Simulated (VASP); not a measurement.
# CdS (P6_3mc) in VASP: notebook

The runs below take CdS through single point, with PBEsol.

Everything below comes from runs of VASP 6.6.1. Logs are shortened: lines on timing, memory, paths and dates and some standing lists are left out, and cuts for length are marked.

## 1. The cell of the first run

The structure is hexagonal, space group P6_3mc (No. 186). The conventional cell has a = 4.052 Å, b = 4.052 Å, c = 6.749 Å, α = 90.00°, β = 90.00°, γ = 120.00°. Within 3.3 Å of Cd (site symmetry 3m) lie 4 S at 2.46 to 2.60 Å. Within 3.3 Å of S (site symmetry 3m) lie 4 Cd at 2.46 to 2.60 Å.

## 2. Single point, PBEsol (equal xx and yy strain of -2 %)

Contents of INCAR:

```
ALGO = Normal ; EDIFF = 1E-6
ENCUT = 520 ; GGA = PS
ISIF = 2 ; ISMEAR = -1
LASPH = True ; LCHARG = False
LREAL = False ; LWAVE = False
NBANDS = 26 ; NELM = 80
PREC = Accurate ; SIGMA = 0.01
```

Contents of KPOINTS:

```
k-points
0
Gamma
  7 7 4
```

Contents of POSCAR:

```
CdS
1.0
    4.0521032193      0.0000000000      0.0000000000
   -2.0260516097      3.5092243267      0.0000000000
    0.0000000000      0.0000000000      6.7490000000
Cd S
2 2
Direct
    0.3333333333      0.6666666667      0.0000000000
    0.6666666667      0.3333333333      0.5000000000
    0.3333333333      0.6666666667      0.3850000000
    0.6666666667      0.3333333333      0.8850000000
```

Potentials or basis: VASP PAW PBE potentials, release 64 (Cd, S).

Launch:

```
> cat potpaw_PBE.64/Cd/POTCAR potpaw_PBE.64/S/POTCAR > POTCAR
> mpirun -np 1 vasp_std > vasp.out
```

OUTCAR:

```text
EDIFF = 1E-6
   ENCUT = 520
   GGA = PS
   ISIF = 2
   ISMEAR = -1
   LASPH = True
   LREAL = False
   NELM = 80
   PREC = Accurate

 ion  position               nearest neighbor table
   1  0.333  0.667  0.000-   4 2.46   4 2.46   4 2.46   3 2.60
   2  0.667  0.333  0.500-   3 2.46   3 2.46   3 2.46   4 2.60
   3  0.333  0.667  0.385-   2 2.46   2 2.46   2 2.46   1 2.60
   4  0.667  0.333  0.885-   1 2.46   1 2.46   1 2.46   2 2.60

  LATTYP: Found a hexagonal cell.
 ALAT       =     4.0521032193
 C/A-ratio  =     1.6655548081

  Lattice vectors:

 A1 = (   4.0521032193,   0.0000000000,   0.0000000000)
 A2 = (  -2.0260516097,   3.5092243267,   0.0000000000)
 A3 = (   0.0000000000,   0.0000000000,   6.7490000000)

Analysis of symmetry for initial positions (statically):
=====================================================================
 Subroutine PRICEL returns:
 Original cell was already a primitive cell.

 Routine SETGRP: Setting up the symmetry group for a
 hexagonal supercell.

 Subroutine GETGRP returns: Found 12 space group operations
 (whereof  6 operations were pure point group operations)
 out of a pool of 24 trial point group operations.

The static configuration has the point symmetry C_3v.
 The point group associated with its full space group is C_6v.

Analysis of symmetry for dynamics (positions and initial velocities):
=====================================================================
 Subroutine PRICEL returns:
 Original cell was already a primitive cell.

 Routine SETGRP: Setting up the symmetry group for a
 hexagonal supercell.

 Subroutine GETGRP returns: Found 12 space group operations
 (whereof  6 operations were pure point group operations)
 out of a pool of 24 trial point group operations.

The dynamic configuration has the point symmetry C_3v.
 The point group associated with its full space group is C_6v.

 Subroutine INISYM returns: Found 12 space group operations
 (whereof  6 operations are pure point group operations),
 and found     1 'primitive' translations

----------------------------------------------------------------------------------------

                                     Primitive cell

  volume of cell :      95.9690

  direct lattice vectors                    reciprocal lattice vectors
     4.052103219  0.000000000  0.000000000     0.246785421  0.142481629  0.000000000
    -2.026051610  3.509224327  0.000000000     0.000000000  0.284963259  0.000000000
     0.000000000  0.000000000  6.749000000     0.000000000  0.000000000  0.148170099

  length of vectors
     4.052103219  4.052103219  6.749000000     0.284963259  0.284963259  0.148170099

  position of ions in fractional coordinates (direct lattice)
     0.333333333  0.666666667  0.000000000
     0.666666667  0.333333333  0.500000000
     0.333333333  0.666666667  0.385000000
     0.666666667  0.333333333  0.885000000

  ion indices of the primitive-cell ions
   primitive index   ion index
                 1           1
                 2           2
                 3           3
                 4           4

----------------------------------------------------------------------------------------

 KPOINTS: k-points

Automatic generation of k-mesh.
 Grid dimensions read from file:
 generate k-points for:    7    7    4

 Generating k-lattice:

  Cartesian coordinates                     Fractional coordinates (reciprocal lattice)
     0.035255060  0.020354518  0.000000000     0.142857143  0.000000000  0.000000000
     0.000000000  0.040709037  0.000000000     0.000000000  0.142857143  0.000000000
     0.000000000  0.000000000  0.037042525     0.000000000  0.000000000  0.250000000

  Length of vectors
     0.040709037  0.040709037  0.037042525

  Shift w.r.t. Gamma in fractional coordinates (k-lattice)
     0.000000000  0.000000000  0.000000000

 Subroutine IBZKPT returns following result:
 ===========================================

 Found     24 irreducible k-points:

 Following reciprocal coordinates:
            Coordinates               Weight
  0.000000  0.000000  0.000000      1.000000
  0.142857 -0.000000  0.000000      6.000000
  0.285714  0.000000  0.000000      6.000000
  0.428571 -0.000000  0.000000      6.000000
  0.142857  0.142857  0.000000      6.000000
  0.285714  0.142857  0.000000     12.000000
[... 16 lines left out ...]
  0.428571  0.142857  0.500000      6.000000
  0.285714  0.285714  0.500000      6.000000
   k-points           NKPTS =     24   k-points in BZ     NKDIM =     24   number of bands    NBANDS=     26
   number of dos      NEDOS =    301   number of ions     NIONS =      4
   total plane-waves  NPLWV =  45000
   dimension x,y,z NGX =    30 NGY =   30 NGZ =   50
   dimension x,y,z NGXF=    60 NGYF=   60 NGZF=  100
   ions per type =               2   2
   NGX,Y,Z   is equivalent  to a cutoff of  12.31, 12.31, 12.32 a.u.
   NGXF,Y,Z  is equivalent  to a cutoff of  24.62, 24.62, 24.63 a.u.
 SYSTEM =  unknown system
   PREC   = accura    normal or accurate (medium, high low for compatibility)
   ISTART =      0    job   : 0-new  1-cont  2-samecut
   ICHARG =      2    charge: 1-file 2-atom 10-const
   ISPIN  =      1    spin polarized calculation?
   LNONCOLLINEAR =      F non collinear calculations
   LSORBIT =      F    spin-orbit coupling
   LASPH  =      T    aspherical Exc in radial PAW
   ENCUT  =  520.0 eV  38.22 Ry    6.18 a.u.   7.53  7.53 12.55*2*pi/ulx,y,z
   NELM   =     80;   NELMIN=  2; NELMDL= -5     # of ELM steps
   EDIFF  = 0.1E-05   stopping-criterion for ELM
   LREAL  =      F    real-space projection
   EDIFFG = 0.1E-04   stopping-criterion for IOM
   NSW    =      0    number of steps for IOM
   IBRION =     -1    ionic relax: 0-MD 1-quasi-New 2-CG
   NFREE  =      0    steps in history (QN), initial steepest desc. (CG)
   ISIF   =      2    stress and relaxation
   ISYM   =      2    0-nonsym 1-usesym 2-fastsym
   POTIM  = 0.5000    time-step for ionic-motion
   TEBEG  =    0.0;   TEEND  =   0.0 temperature during run
   PSTRESS=    0.0 pullay stress
   NELECT =      36.0000    total number of electrons
   NUPDOWN=      -1.0000    fix difference up-down
   EMIN   =  10.00;   EMAX   =-10.00  energy-range for DOS
   EFERMI =   0.00;   METHOD = LEGACY
   ISMEAR =    -1;   SIGMA  =   0.01  broadening in eV -4-tet -1-fermi 0-gaus
   EFERMI_NEDOS =   21; number of points for ismear=-14 and -15
   IALGO  =     38    algorithm
   IMIX   =      4    mixing-type and parameters
     AMIX     =   0.40;   BMIX     =  1.00
     AMIX_MAG =   1.60;   BMIX_MAG =  1.00
  volume/ion in A,a.u.               =      23.99       161.91
  Fermi-wavevector in a.u.,A,eV,Ry     =   1.180679  2.231161 18.966573  1.394004
  Thomas-Fermi vector in A             =   2.316967
   LORBIT       =      0    0 simple, 1 ext, 2 COOP (PROOUT), +10 PAW based schemes
   GGA     = PS    functional components
   LHFCALC =     F    Hartree Fock is set to
   AEXX    =    0.0000 exact exchange contribution
   IVDW    =     0    specifies the selected vdW correction
   LEPSILON=     F    determine dielectric tensor
   LRPA    =     F    only Hartree local field effects (RPA)
 non-spin polarized calculation
  energy-cutoff  :      520.00
  volume of cell :       95.97
 maximum number of plane-waves:      2607
 NGX is ok and might be reduce to    30
   NGX = 15   NGY = 15   NGZ = 25

 number of electron      36.0000013 magnetization

 Free energy of the ion-electron system (eV)
  ---------------------------------------------------
  ext. energy  EPLUGINS =         0.00000000
  ---------------------------------------------------
  free energy    TOTEN  =       -13.55703190 eV

  energy without entropy =      -13.55703190  energy(sigma->0) =      -13.55703190

 E-fermi :   1.7670     XC(G=0):  -9.5264

 val. band max:        1.5268896158   @ k =   0.0000   0.0000   0.0000
 cond. band min:       2.6789545400   @ k =   0.0000   0.0000   0.0000
 fundamental gap:      1.1520649242
 Fermi energy:         1.7669731482

 k-point     1 :       0.0000    0.0000    0.0000
  band No.  band energies     occupation
      1     -11.1136      2.00000
      2     -10.6733      2.00000
      3      -6.3826      2.00000
      4      -6.3826      2.00000
      5      -6.3120      2.00000
      6      -6.3120      2.00000
[... 18 lines left out ...]
     25       9.0184      0.00000
     26       9.0341      0.00000

 k-point     2 :       0.1429   -0.0000    0.0000
  band No.  band energies     occupation
      1     -11.0316      2.00000
      2     -10.6322      2.00000
      3      -6.3428      2.00000
      4      -6.3400      2.00000
      5      -6.2711      2.00000
      6      -6.2621      2.00000
[... 18 lines left out ...]
     25       8.8742      0.00000
     26       9.4976      0.00000

 k-point     3 :       0.2857    0.0000    0.0000
  band No.  band energies     occupation
      1     -10.8377      2.00000
      2     -10.5481      2.00000
      3      -6.2638      2.00000
      4      -6.2509      2.00000
      5      -6.1476      2.00000
      6      -6.1149      2.00000
[... 18 lines left out ...]
     25       9.5996      0.00000
     26       9.9408      0.00000

 k-point     4 :       0.4286   -0.0000    0.0000
  band No.  band energies     occupation
      1     -10.6631      2.00000
      2     -10.4996      2.00000
      3      -6.2230      2.00000
      4      -6.2173      2.00000
      5      -6.0572      2.00000
      6      -5.9924      2.00000
[... 18 lines left out ...]
     25       9.7770      0.00000
     26      11.3435      0.00000
[... 496 lines left out ...]
      1     -10.5977      2.00000
      2     -10.5977      2.00000
      3      -6.1759      2.00000
      4      -6.1759      2.00000
      5      -6.1347      2.00000
      6      -6.1347      2.00000
[... 18 lines left out ...]
     25       9.7255      0.00000
     26       9.7255      0.00000

 k-point    23 :       0.4286    0.1429    0.5000
  band No.  band energies     occupation
      1     -10.5417      2.00000
      2     -10.5417      2.00000
      3      -6.1502      2.00000
      4      -6.1502      2.00000
      5      -6.1246      2.00000
      6      -6.1246      2.00000
[... 18 lines left out ...]
     25      10.3138      0.00000
     26      10.3138      0.00000

 k-point    24 :       0.2857    0.2857    0.5000
  band No.  band energies     occupation
      1     -10.5291      2.00000
      2     -10.5291      2.00000
      3      -6.1387      2.00000
      4      -6.1387      2.00000
      5      -6.0957      2.00000
      6      -6.0957      2.00000
[... 18 lines left out ...]
     25      10.1715      0.00000
     26      10.1715      0.00000

------------------------ aborting loop because EDIFF is reached ----------------------------------------

  FORCE on cell =-STRESS in cart. coord.  units (eV):
  Direction    XX          YY          ZZ          XY          YZ          ZX
  --------------------------------------------------------------------------------------
  -------------------------------------------------------------------------------------
  Total        2.6010389      2.6010389     -0.3182460     -0.0000000      0.0000000      0.0000000
  in kB       43.4236541     43.4236541     -5.3130328     -0.0000000      0.0000000      0.0000000
  external PRESSURE =      27.1780918 kB  Pullay stress =       0.0000000 kB

 VOLUME and BASIS-vectors are now :
 -----------------------------------------------------------------------------
  energy-cutoff  :      520.00
  volume of cell :       95.97
      direct lattice vectors                 reciprocal lattice vectors
     4.052103219  0.000000000  0.000000000     0.246785421  0.142481629  0.000000000
    -2.026051610  3.509224327  0.000000000     0.000000000  0.284963259  0.000000000
     0.000000000  0.000000000  6.749000000     0.000000000  0.000000000  0.148170099

 POSITION                                       TOTAL-FORCE (eV/Angst)
 -----------------------------------------------------------------------------------
     -0.00000      2.33948      0.00000         0.000000     -0.000000      0.438545
      2.02605      1.16974      3.37450        -0.000000      0.000000      0.438545
     -0.00000      2.33948      2.59836        -0.000000     -0.000000     -0.438545
      2.02605      1.16974      5.97286        -0.000000     -0.000000     -0.438545
 -----------------------------------------------------------------------------------
    total drift:                               -0.000000     -0.000000     -0.000112

  FREE ENERGIE OF THE ION-ELECTRON SYSTEM (eV)
  ---------------------------------------------------
  free  energy   TOTEN  =       -13.5570318957 eV

  energy  without entropy=      -13.5570318957  energy(sigma->0) =      -13.55703190
```

Wall time 44 s (1 thread of Intel Xeon Platinum 8124M at 3.00GHz (Skylake/Cascade Lake), shared host); peak memory 0.22 GiB.

Results:

```yaml
Free_energy: -13.5570 eV
Pressure: 2.7 GPa
Largest_force: 0.439 eV/Å
Band_gap_on_the_k_mesh: 1.15 eV, direct
```

Forces in eV/Å, atoms in the order of the input:
```
Cd   0.000  0.000  0.439
Cd   0.000  0.000  0.439
S    0.000  0.000 -0.439
S    0.000  0.000 -0.439
```

Levels at points of the mesh, in eV from the valence-band top:
| k point | band 16 | band 17 | band 18 | band 19 | band 20 | band 21 |
| --- | --- | --- | --- | --- | --- | --- |
| (0.00, 0.00, 0.00) | -0.12 | 0.00 | 0.00 | 1.15 | 2.73 | 6.43 |
| (0.00, 0.00, 0.50) | -0.37 | -0.37 | -0.37 | 2.80 | 2.80 | 5.95 |

Caveat: the cell differs from its parent crystal (equal xx and yy strain of -2 %); the PAW data sets were made with another functional, which shifts forces and pressure a little.

## 3. Single point, PBEsol (equal xx and yy strain of +1 %)

Contents of INCAR:

```
SYSTEM = CdS
PREC = Accurate
ENCUT = 520
EDIFF = 1E-6
ISMEAR = -1
SIGMA = 0.01
LREAL = .False.
LASPH = .True.
NELM = 100
ALGO = Normal
ISIF = 2
LWAVE = .False.
LCHARG = .True.
GGA = PS
LELF = .True.
LVHAR = .True.
NBANDS = 26
```

Contents of KPOINTS:

```
regular mesh
0
Gamma
  7 7 4
  0 0 0
```

POSCAR, as its differences from that of step 2:

```diff
@@ -2,4 +2,4 @@
 1.0
-    4.0521032193      0.0000000000      0.0000000000
-   -2.0260516097      3.5092243267      0.0000000000
+    4.1761471954      0.0000000000      0.0000000000
+   -2.0880735977      3.6166495612      0.0000000000
     0.0000000000      0.0000000000      6.7490000000
```

Potentials or basis: VASP PAW PBE potentials, release 64 (Cd, S).

Launch:

```
> cat potpaw_PBE.64/Cd/POTCAR potpaw_PBE.64/S/POTCAR > POTCAR
> mpirun -np 1 vasp_std > vasp.out
```

Wall time 41 s (1 thread of Intel Xeon Platinum 8124M at 3.00GHz (Skylake/Cascade Lake), shared host); peak memory 0.23 GiB.

Results (log left out):

| Property | Result |
| --- | --- |
| Free energy | -13.6127 eV |
| Pressure | -1.4 GPa |
| Largest force | 0.183 eV/Å |
| Band gap on the k mesh | 1.06 eV, direct |

Forces in eV/Å, atoms in the order of the input:
```
Cd   0.000  0.000  0.183
Cd   0.000  0.000  0.183
S    0.000  0.000 -0.183
S    0.000  0.000 -0.183
```

Stress tensor (GPa, compression positive):
```
-1.05  0.00  0.00
 0.00 -1.05  0.00
 0.00  0.00 -2.05
```

Levels at points of the mesh, in eV from the valence-band top:
```tsv
k point	band 14	band 15	band 16	band 17	band 18	band 19	band 20	band 21	band 22	band 23
(0.00, 0.00, 0.00)	-0.71	-0.71	-0.01	0.00	0.00	1.06	2.54	6.36	6.36	6.77
(0.00, 0.00, 0.50)	-2.37	-0.36	-0.36	-0.36	-0.36	2.67	2.67	6.03	6.03	6.69
```

Caveat: the cell differs from its parent crystal (equal xx and yy strain of +1 %); the PAW data sets were made with another functional, which shifts forces and pressure a little.
